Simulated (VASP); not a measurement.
# W2O3 (Pn-3m) in VASP: notebook

W2O3 is run at these levels: PBE; tasks: single point.

Everything below comes from runs of VASP 6.6.1. Logs are shortened: lines on timing, memory, paths and dates and some standing lists are left out, and cuts for length are marked.

## Step 1: The cell of the first run

Symmetry: Pn-3m, No. 224, cubic system. The conventional cell has a = 4.916 Å, b = 4.916 Å, c = 4.916 Å, α = 90.00°, β = 90.00°, γ = 90.00°. Within 2.8 Å of W (site symmetry -3m) lie 6 O at 2.13 Å. O (site symmetry -42m) has 4 W at 2.13 Å and 4 O at 2.46 Å within 2.8 Å.

## Step 2: Single point, PBE

Contents of INCAR:

```
SYSTEM = W2O3
PREC = Accurate
ENCUT = 520
EDIFF = 1E-7
ISMEAR = -1
SIGMA = 0.06122561905347299
LREAL = .False.
LASPH = .True.
NELM = 80
ALGO = Normal
ISIF = 2
LWAVE = .False.
LCHARG = .False.
GGA = PE
NBANDS = 57
```

Contents of KPOINTS:

```
regular mesh
0
Gamma
  12 12 12
  0 0 0
```

Contents of POSCAR:

```
W2O3
1.0
    4.9164776043      0.0000000000      0.0000000000
    0.0000000000      4.9164776043      0.0000000000
    0.0000000000      0.0000000000      4.9164776043
W O
4 6
Direct
    0.2500000000      0.2500000000      0.2500000000
    0.7500000000      0.7500000000      0.2500000000
    0.7500000000      0.2500000000      0.7500000000
    0.2500000000      0.7500000000      0.7500000000
    0.5000000000      0.0000000000      0.0000000000
    0.0000000000      0.5000000000      0.0000000000
    0.0000000000      0.0000000000      0.5000000000
    0.5000000000      0.5000000000      0.0000000000
    0.5000000000      0.0000000000      0.5000000000
    0.0000000000      0.5000000000      0.5000000000
```

Potentials or basis: VASP PAW PBE potentials, release 64 (W_sv, O).

The run is started by

```
cat potpaw_PBE.64/W_sv/POTCAR potpaw_PBE.64/O/POTCAR > POTCAR
mpirun -np 1 vasp_std > vasp.out
```

OUTCAR:

```text
SYSTEM = W2O3
   PREC = Accurate
   ENCUT = 520
   EDIFF = 1E-7
   ISMEAR = -1
   LREAL = .False.
   LASPH = .True.
   NELM = 80
   ISIF = 2
   GGA = PE

 ion  position               nearest neighbor table
   1  0.250  0.250  0.250-   5 2.13   6 2.13   7 2.13   8 2.13   9 2.13  10 2.13   2 3.48   3 3.48
                             4 3.48   3 3.48   4 3.48   2 3.48   4 3.48   4 3.48   2 3.48   3 3.48
   2  0.750  0.750  0.250-   5 2.13   6 2.13   7 2.13   8 2.13   9 2.13  10 2.13   1 3.48   3 3.48
                             4 3.48   3 3.48   4 3.48   1 3.48   3 3.48   3 3.48   1 3.48   4 3.48
   3  0.750  0.250  0.750-   5 2.13   6 2.13   7 2.13   8 2.13   9 2.13  10 2.13   1 3.48   2 3.48
                             4 3.48   1 3.48   2 3.48   2 3.48   4 3.48   2 3.48   1 3.48   4 3.48
   4  0.250  0.750  0.750-   5 2.13   6 2.13   7 2.13   8 2.13   9 2.13  10 2.13   1 3.48   2 3.48
                             3 3.48   1 3.48   2 3.48   1 3.48   3 3.48   1 3.48   2 3.48   3 3.48
   5  0.500  0.000  0.000-   1 2.13   2 2.13   3 2.13   4 2.13
   6  0.000  0.500  0.000-   1 2.13   2 2.13   3 2.13   4 2.13
   7  0.000  0.000  0.500-   1 2.13   2 2.13   3 2.13   4 2.13
   8  0.500  0.500  0.000-   1 2.13   2 2.13   3 2.13   4 2.13
   9  0.500  0.000  0.500-   1 2.13   2 2.13   3 2.13   4 2.13
  10  0.000  0.500  0.500-   1 2.13   2 2.13   3 2.13   4 2.13

  LATTYP: Found a simple cubic cell.
 ALAT       =     4.9164776043

  Lattice vectors:

 A1 = (   4.9164776043,   0.0000000000,   0.0000000000)
 A2 = (   0.0000000000,   4.9164776043,   0.0000000000)
 A3 = (   0.0000000000,   0.0000000000,   4.9164776043)

Analysis of symmetry for initial positions (statically):
=====================================================================
 Subroutine PRICEL returns:
 Original cell was already a primitive cell.

 Routine SETGRP: Setting up the symmetry group for a
 simple cubic supercell.

 Subroutine GETGRP returns: Found 48 space group operations
 (whereof 24 operations were pure point group operations)
 out of a pool of 48 trial point group operations.

The static configuration has the point symmetry T_d .
 The point group associated with its full space group is O_h .

Analysis of symmetry for dynamics (positions and initial velocities):
=====================================================================
 Subroutine PRICEL returns:
 Original cell was already a primitive cell.

 Routine SETGRP: Setting up the symmetry group for a
 simple cubic supercell.

 Subroutine GETGRP returns: Found 48 space group operations
 (whereof 24 operations were pure point group operations)
 out of a pool of 48 trial point group operations.

The dynamic configuration has the point symmetry T_d .
 The point group associated with its full space group is O_h .

 Subroutine INISYM returns: Found 48 space group operations
 (whereof 24 operations are pure point group operations),
 and found     1 'primitive' translations

----------------------------------------------------------------------------------------

                                     Primitive cell

  volume of cell :     118.8399

  direct lattice vectors                    reciprocal lattice vectors
     4.916477604  0.000000000  0.000000000     0.203397652  0.000000000  0.000000000
     0.000000000  4.916477604  0.000000000     0.000000000  0.203397652  0.000000000
     0.000000000  0.000000000  4.916477604     0.000000000  0.000000000  0.203397652

  length of vectors
     4.916477604  4.916477604  4.916477604     0.203397652  0.203397652  0.203397652

  position of ions in fractional coordinates (direct lattice)
     0.250000000  0.250000000  0.250000000
     0.750000000  0.750000000  0.250000000
     0.750000000  0.250000000  0.750000000
     0.250000000  0.750000000  0.750000000
     0.500000000  0.000000000  0.000000000
     0.000000000  0.500000000  0.000000000
     0.000000000  0.000000000  0.500000000
     0.500000000  0.500000000  0.000000000
     0.500000000  0.000000000  0.500000000
     0.000000000  0.500000000  0.500000000

  ion indices of the primitive-cell ions
   primitive index   ion index
                 1           1
                 2           2
                 3           3
                 4           4
                 5           5
                 6           6
                 7           7
                 8           8
                 9           9
                10          10

----------------------------------------------------------------------------------------

 KPOINTS: regular mesh

Automatic generation of k-mesh.
 Grid dimensions read from file:
 generate k-points for:   12   12   12

 Generating k-lattice:

  Cartesian coordinates                     Fractional coordinates (reciprocal lattice)
     0.016949804  0.000000000  0.000000000     0.083333333  0.000000000  0.000000000
     0.000000000  0.016949804  0.000000000     0.000000000  0.083333333  0.000000000
     0.000000000  0.000000000  0.016949804     0.000000000  0.000000000  0.083333333

  Length of vectors
     0.016949804  0.016949804  0.016949804

  Shift w.r.t. Gamma in fractional coordinates (k-lattice)
     0.000000000  0.000000000  0.000000000

 Subroutine IBZKPT returns following result:
 ===========================================

 Found     84 irreducible k-points:

 Following reciprocal coordinates:
            Coordinates               Weight
  0.000000  0.000000  0.000000      1.000000
  0.083333  0.000000  0.000000      6.000000
  0.166667  0.000000  0.000000      6.000000
  0.250000  0.000000  0.000000      6.000000
  0.333333  0.000000  0.000000      6.000000
  0.416667  0.000000  0.000000      6.000000
[... 16 lines left out ...]
  0.333333  0.333333  0.000000     12.000000
  0.416667  0.333333  0.000000     24.000000
 [... further k-points ...]
   k-points           NKPTS =     84   k-points in BZ     NKDIM =     84   number of bands    NBANDS=     57
   number of dos      NEDOS =    301   number of ions     NIONS =     10
   total plane-waves  NPLWV =  64000
   dimension x,y,z NGX =    40 NGY =   40 NGZ =   40
   dimension x,y,z NGXF=    80 NGYF=   80 NGZF=   80
   ions per type =               4   6
   NGX,Y,Z   is equivalent  to a cutoff of  13.53, 13.53, 13.53 a.u.
   NGXF,Y,Z  is equivalent  to a cutoff of  27.05, 27.05, 27.05 a.u.
 SYSTEM =  W2O3
   PREC   = accura    normal or accurate (medium, high low for compatibility)
   ISTART =      0    job   : 0-new  1-cont  2-samecut
   ICHARG =      2    charge: 1-file 2-atom 10-const
   ISPIN  =      1    spin polarized calculation?
   LNONCOLLINEAR =      F non collinear calculations
   LSORBIT =      F    spin-orbit coupling
   LASPH  =      T    aspherical Exc in radial PAW
   ENCUT  =  520.0 eV  38.22 Ry    6.18 a.u.   9.14  9.14  9.14*2*pi/ulx,y,z
   NELM   =     80;   NELMIN=  2; NELMDL= -5     # of ELM steps
   EDIFF  = 0.1E-06   stopping-criterion for ELM
   LREAL  =      F    real-space projection
   EDIFFG = 0.1E-05   stopping-criterion for IOM
   NSW    =      0    number of steps for IOM
   IBRION =     -1    ionic relax: 0-MD 1-quasi-New 2-CG
   NFREE  =      0    steps in history (QN), initial steepest desc. (CG)
   ISIF   =      2    stress and relaxation
   ISYM   =      2    0-nonsym 1-usesym 2-fastsym
   POTIM  = 0.5000    time-step for ionic-motion
   TEBEG  =    0.0;   TEEND  =   0.0 temperature during run
   PSTRESS=    0.0 pullay stress
   NELECT =      92.0000    total number of electrons
   NUPDOWN=      -1.0000    fix difference up-down
   EMIN   =  10.00;   EMAX   =-10.00  energy-range for DOS
   EFERMI =   0.00;   METHOD = LEGACY
   ISMEAR =    -1;   SIGMA  =   0.06  broadening in eV -4-tet -1-fermi 0-gaus
   EFERMI_NEDOS =   21; number of points for ismear=-14 and -15
   IALGO  =     38    algorithm
   IMIX   =      4    mixing-type and parameters
     AMIX     =   0.40;   BMIX     =  1.00
     AMIX_MAG =   1.60;   BMIX_MAG =  1.00
  volume/ion in A,a.u.               =      11.88        80.20
  Fermi-wavevector in a.u.,A,eV,Ry     =   1.503200  2.840636 30.743855  2.259610
  Thomas-Fermi vector in A             =   2.614341
   LORBIT       =      0    0 simple, 1 ext, 2 COOP (PROOUT), +10 PAW based schemes
   GGA     = PE    functional components
   LHFCALC =     F    Hartree Fock is set to
   AEXX    =    0.0000 exact exchange contribution
   IVDW    =     0    specifies the selected vdW correction
   LEPSILON=     F    determine dielectric tensor
   LRPA    =     F    only Hartree local field effects (RPA)
 non-spin polarized calculation
  energy-cutoff  :      520.00
  volume of cell :      118.84
 maximum number of plane-waves:      3220
 NGX is ok and might be reduce to    40
   NGX = 19   NGY = 19   NGZ = 19

 number of electron      91.9999981 magnetization

 Free energy of the ion-electron system (eV)
  ---------------------------------------------------
  ext. energy  EPLUGINS =         0.00000000
  ---------------------------------------------------
  free energy    TOTEN  =       -90.52429411 eV

  energy without entropy =      -90.32319367  energy(sigma->0) =      -90.42374389

 E-fermi :   8.3922     XC(G=0): -12.1994

 val. band max:        8.3915838627   @ k =   0.1667   0.1667   0.0000
 cond. band min:       8.3928856982   @ k =   0.4167   0.2500   0.0833
 fundamental gap:      0.0013018355
 Fermi energy:         8.3921723623

 k-point     1 :       0.0000    0.0000    0.0000
  band No.  band energies     occupation
      1     -67.0042      2.00000
      2     -66.9944      2.00000
      3     -66.9944      2.00000
      4     -66.9944      2.00000
      5     -31.4247      2.00000
      6     -31.4247      2.00000
[... 1429 lines left out ...]
     56      11.9044      0.00000
     57      12.0802      0.00000

 [... further k-points ...]

------------------------ aborting loop because EDIFF is reached ----------------------------------------

  FORCE on cell =-STRESS in cart. coord.  units (eV):
  Direction    XX          YY          ZZ          XY          YZ          ZX
  --------------------------------------------------------------------------------------
  -------------------------------------------------------------------------------------
  Total       -6.2189013     -6.2189013     -6.2189013      0.0000000      0.0000000     -0.0000000
  in kB      -83.8420807    -83.8420807    -83.8420807      0.0000000      0.0000000     -0.0000000
  external PRESSURE =     -83.8420807 kB  Pullay stress =       0.0000000 kB

 VOLUME and BASIS-vectors are now :
 -----------------------------------------------------------------------------
  energy-cutoff  :      520.00
  volume of cell :      118.84
      direct lattice vectors                 reciprocal lattice vectors
     4.916477604  0.000000000  0.000000000     0.203397652  0.000000000  0.000000000
     0.000000000  4.916477604  0.000000000     0.000000000  0.203397652  0.000000000
     0.000000000  0.000000000  4.916477604     0.000000000  0.000000000  0.203397652

 POSITION                                       TOTAL-FORCE (eV/Angst)
 -----------------------------------------------------------------------------------
      1.22912      1.22912      1.22912        -0.000000      0.000000     -0.000000
      3.68736      3.68736      1.22912         0.000000      0.000000     -0.000000
      3.68736      1.22912      3.68736        -0.000000      0.000000      0.000000
      1.22912      3.68736      3.68736        -0.000000     -0.000000     -0.000000
      2.45824      0.00000      0.00000         0.000000     -0.000000     -0.000000
      0.00000      2.45824      0.00000         0.000000     -0.000000      0.000000
      0.00000      0.00000      2.45824         0.000000     -0.000000      0.000000
      2.45824      2.45824      0.00000         0.000000     -0.000000      0.000000
      2.45824      0.00000      2.45824         0.000000     -0.000000     -0.000000
      0.00000      2.45824      2.45824         0.000000     -0.000000     -0.000000
 -----------------------------------------------------------------------------------
    total drift:                               -0.000000      0.000000     -0.000000

  FREE ENERGIE OF THE ION-ELECTRON SYSTEM (eV)
  ---------------------------------------------------
  free  energy   TOTEN  =       -90.5242941100 eV

  energy  without entropy=      -90.3231936691  energy(sigma->0) =      -90.42374389
```

Wall time 6.4 min (1 thread of AMD EPYC 9R45 (Zen 5), shared host); peak memory 0.48 GiB.

Results:

* Free energy: -90.5243 eV
* Pressure: -8.4 GPa
* Band gap on the k mesh: zero (bands 46 and 47 overlap by 0.28 eV)

Caveat: the cell stands under tension; spin-orbit coupling is left out, which moves the levels of the heavy elements.

## Step 3: Single point, PBE

This run uses another cell than the first one, of 12.11 Å³/atom.

Contents of INCAR:

```
ALGO = Normal
EDIFF = 1E-6
ENCUT = 520
GGA = PE
ISIF = 2
ISMEAR = -1
LASPH = T
LCHARG = F
LREAL = F
LWAVE = F
NBANDS = 57
NELM = 80
PREC = Accurate
SIGMA = 0.06122561905347299
```

Contents of KPOINTS:

```
k-points
0
Gamma
  12 12 12
```

POSCAR, as its differences from that of step 2:

```diff
@@ -2,5 +2,5 @@
 1.0
-    4.9164776043      0.0000000000      0.0000000000
-    0.0000000000      4.9164776043      0.0000000000
-    0.0000000000      0.0000000000      4.9164776043
+    4.9477935926      0.0000000000      0.0000000000
+    0.0000000000      4.9477935926      0.0000000000
+    0.0000000000      0.0000000000      4.9477935926
 W O
```

Potentials or basis: VASP PAW PBE potentials, release 64 (W_sv, O).

The run is started by

```
cat potpaw_PBE.64/W_sv/POTCAR potpaw_PBE.64/O/POTCAR > POTCAR
mpirun -np 1 vasp_std > vasp.out
```

Run time: 6.6 min. Hardware: 1 thread of Intel Xeon Platinum 8488C (Sapphire Rapids), shared host; peak memory 0.51 GiB.

The run converged. Its results:

* Free energy: -90.3780 eV
* Pressure: -12.5 GPa
* Band gap on the k mesh: zero (bands 46 and 47 overlap by 0.27 eV)

Levels at points of the mesh, in eV from the Fermi level:
```
           k point  band 44  band 45  band 46  band 47  band 48  band 49
(0.00, 0.00, 0.00)    -0.92    -0.47    -0.47     0.74     0.74     0.74
(0.50, 0.00, 0.00)    -0.24     0.09     0.09     0.20     0.20     0.46
(0.50, 0.50, 0.00)    -0.53    -0.19    -0.19     0.04     0.04     0.92
(0.50, 0.50, 0.50)    -0.69     0.01     0.01     0.13     0.13     0.13
```

Caveat: the cell stands under tension; spin-orbit coupling is left out, which moves the levels of the heavy elements.

## Step 4: Single point, PBE

This run uses another cell than the first one, of 10.97 Å³/atom.

Contents of INCAR:

```
PREC = Accurate
ENCUT = 520
EDIFF = 1E-6
ISMEAR = -1
SIGMA = 0.06122561905347299
LREAL = False
LASPH = True
NELM = 80
ALGO = Normal
ISIF = 2
LWAVE = False
LCHARG = False
GGA = PE
NBANDS = 57
```

Contents of KPOINTS:

```
regular mesh
0
Gamma
  12 12 12
```

POSCAR, as its differences from that of step 3:

```diff
@@ -2,5 +2,5 @@
 1.0
-    4.9477935926      0.0000000000      0.0000000000
-    0.0000000000      4.9477935926      0.0000000000
-    0.0000000000      0.0000000000      4.9477935926
+    4.7870360322      0.0000000000      0.0000000000
+    0.0000000000      4.7870360322      0.0000000000
+    0.0000000000      0.0000000000      4.7870360322
 W O
```

The run is started by

```
cat potpaw_PBE.64/W_sv/POTCAR potpaw_PBE.64/O/POTCAR > POTCAR
mpirun -np 1 vasp_std > vasp.out
```

Wall time 5.6 min (1 thread of Intel Xeon Platinum 8259CL at 2.50GHz (Skylake/Cascade Lake), shared host); peak memory 0.46 GiB.

It converged, with:

```
Free energy            : -90.4077 eV
Pressure               : 13.6 GPa
Band gap on the k mesh : zero (bands 46 and 47 overlap by 0.32 eV)
```

Levels at points of the mesh, in eV from the Fermi level:
| k point | band 43 | band 44 | band 45 | band 46 | band 47 | band 48 | band 49 | band 50 |
| --- | --- | --- | --- | --- | --- | --- | --- | --- |
| (0.00, 0.00, 0.00) | -1.06 | -1.06 | -0.56 | -0.56 | 0.89 | 0.89 | 0.89 | 1.62 |
| (0.50, 0.00, 0.00) | -0.24 | -0.24 | 0.10 | 0.10 | 0.25 | 0.25 | 0.53 | 0.53 |
| (0.50, 0.50, 0.00) | -0.64 | -0.64 | -0.23 | -0.23 | 0.07 | 0.07 | 1.11 | 1.11 |
| (0.50, 0.50, 0.50) | -0.76 | -0.76 | 0.01 | 0.01 | 0.15 | 0.15 | 0.15 | 1.34 |

Caveat: the cell stands under pressure; spin-orbit coupling is left out, which moves the levels of the heavy elements.

## Step 5: Overview

| cell | gap on the mesh (eV) | pressure (GPa) |
| --- | --- | --- |
| a = 4.916 Å, 10 atoms | none | -8.4 |
| a = 4.948 Å, 10 atoms | none | -12.5 |
| a = 4.787 Å, 10 atoms | none | 13.6 |

Alike in all rows: task single point; level PBE; potentials or basis VASP PAW PBE potentials, release 64 (W_sv, O); no spin polarisation; k mesh 12 × 12 × 12; cutoff (eV) 520; smearing fermi-dirac 0.0612256 eV.

Caveats: spin-orbit coupling is left out, which moves the levels of the heavy elements; the cell stands under tension (at least some runs); the cell stands under pressure (at least some runs).

Total energies depend on the potentials used, so only differences within one code and one set of settings carry meaning.
